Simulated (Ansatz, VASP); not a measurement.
# Ag in VASP and in Ansatz

```
CELL_PARAMETERS angstrom
2.90488 0.00000 0.00000
-1.45244 2.51570 0.00000
0.00000 0.00000 4.74268
ATOMIC_POSITIONS crystal
Ag 0.33333 0.66667 0.25000
Ag 0.66667 0.33333 0.75000
```

Alike in both runs: functional r2SCAN; k mesh 18 × 18 × 10; occupations gaussian, width 0.1 eV; no spin polarisation.

Ansatz relaxed the structure, and its values are those at the end. VASP's run is a single point on that final structure, the one shown.

|  | VASP | Ansatz |
| --- | --- | --- |
| version | VASP 6.6.1 | Ansatz 0.2.0 |
| potentials or method | VASP PAW PBE potentials, release 64 (Ag), cutoff 520 eV | scalar-relativistic, plane waves, PAW |
| valence electrons in the cell | 22 | 38 |

|  | VASP | Ansatz | Ansatz less VASP |
| --- | --- | --- | --- |
| gap on the k mesh at the Fermi level (eV) | none | none | - |
| pressure (GPa) | 0.1 | 0.0 | -0.13 |

VASP's potentials were made for PBE, not for r2SCAN. A gap of «none» marks a metal or a gap that the smearing closes. VASP's potentials hold 22 valence electrons a cell and Ansatz's 38, so a difference there can come from the potentials and not from the codes.
